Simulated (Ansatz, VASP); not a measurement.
# One calculation of Ge, two programs

```xyz
2
Lattice="0.0000 2.7934 2.8288 2.8641 0.0000 2.8288 2.8641 2.7934 0.0000" Properties=species:S:1:pos:R:3 pbc="T T T"
Ge    2.8641    2.7934    2.8288
Ge    4.2962    4.1901    4.2432
```

Change from the starting cell: strain +0.0125 x Voigt [1, -1, 0, 0, 0, 0], atoms carried along.

Alike in both runs: task single point; functional PBEsol; k mesh 14 × 14 × 14; occupations gaussian, width 0.15 eV; no spin polarisation.

|  | VASP | Ansatz |
| --- | --- | --- |
| version | VASP 6.6.1 | Ansatz 0.2.0 |
| potentials or method | VASP PAW PBE potentials, release 64 (Ge_d), cutoff 520 eV | scalar-relativistic, plane waves, PAW |
| valence electrons in the cell | 28 | 28 |

Ansatz gave:

```
gap on the k mesh at the Fermi level (eV)                     : 0.09
least direct gap on the mesh (eV)                             : 0.09
pressure (GPa)                                                : 0.7
traceless stress, the component that is largest in VASP (GPa) : -0.90
```

Problem. Estimate VASP's values.

Solution. gap on the k mesh at the Fermi level (eV): 0.09; least direct gap on the mesh (eV): 0.09; pressure (GPa): 0.3; traceless stress, the component that is largest in VASP (GPa): -0.90.

VASP's potentials were made for PBE, not for PBEsol.
